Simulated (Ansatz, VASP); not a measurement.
**Re: VASP beside Ansatz**

```
CELL_PARAMETERS angstrom
3.28793 1.89829 6.54354
-3.28793 1.89829 6.54354
0.00000 -3.79657 6.54354
ATOMIC_POSITIONS crystal
Re 0.01979 0.64051 0.01979
Re 0.01979 0.01979 0.64051
Re 0.64051 0.01979 0.01979
Re 0.98021 0.35949 0.98021
Re 0.35949 0.98021 0.98021
Re 0.98021 0.98021 0.35949
Re 0.23206 0.61583 0.23206
Re 0.23206 0.23206 0.61583
Re 0.61583 0.23206 0.23206
Re 0.76794 0.38417 0.76794
Re 0.38417 0.76794 0.76794
Re 0.76794 0.76794 0.38417
```

Alike in both runs: functional r2SCAN; k mesh 9 × 9 × 9; occupations gaussian, width 0.1 eV; no spin polarisation.

Ansatz relaxed the structure, and its values are those at the end. VASP's run is a single point on that final structure, the one shown.

|  | VASP | Ansatz |
| --- | --- | --- |
| version | VASP 6.6.1 | Ansatz 0.2.0 |
| potentials or method | VASP PAW PBE potentials, release 64 (Re), cutoff 660 eV | scalar-relativistic, plane waves, PAW |
| valence electrons in the cell | 84 | 180 |

Ansatz gave:

* gap on the k mesh at the Fermi level (eV): none
* pressure (GPa): 0.0
* rms of the force components (eV/Å): 0.003

**Question.** What did VASP give for the same quantities?

**Answer.** gap on the k mesh at the Fermi level (eV): none; pressure (GPa): -0.6; rms of the force components (eV/Å): 0.058.

VASP's potentials were made for PBE, not for r2SCAN. A gap of «none» marks a metal or a gap that the smearing closes. With one functional, cell and mesh, what is left measures potentials, basis and numerics. VASP's potentials hold 84 valence electrons a cell and Ansatz's 180, so a difference there can come from the potentials and not from the codes.

Neither program's run includes spin-orbit coupling.
